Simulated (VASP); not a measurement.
Ta:

```
Ta
1.0
     0.00000    2.08000    2.08000
     2.08000    0.00000    2.08000
     2.08000    2.08000    0.00000
Ta
1
Direct
  0.00000 0.00000 0.00000
```

This isn't the form of Ta at room conditions, which is bcc.

| Item | Value |
| --- | --- |
| Program | VASP 6.6.1 |
| Task | relaxation of cell and atoms |
| Functional | PBE |
| Potentials or basis | VASP PAW PBE potentials, release 64 (Ta_pv) |
| Cutoff | 500 eV |
| k mesh | 19 × 19 × 19 |
| Occupations | fermi-dirac, width 0.05 eV |
| Spin | no spin polarisation |

At the start: pressure 9.6 GPa; volume 18.00 Å³/atom.

Question: How do energy, volume and symmetry change on relaxing?

Answer: Over 4 steps the energy falls by 24.3 meV/atom and the volume is 18.84 Å³/atom (+4.7 %); space group Fm-3m (No. 225, to 0.1 Å) before and after.

The path:
```
step  energy change (eV)  largest force (eV/Å)  pressure (GPa)  volume (Å³)
   1              0.0000                0.0000            9.57        18.00
   2              0.0950                0.0000          -16.66        20.95
   3             -0.0242                0.0000           -0.32        18.87
   4             -0.0243                0.0000           -0.02        18.84
```

Final structure:
```xyz
1
Lattice="0.0000 2.1121 2.1121 2.1121 0.0000 2.1121 2.1121 2.1121 0.0000" Properties=species:S:1:pos:R:3 pbc="T T T"
Ta    0.0000    0.0000    0.0000
```
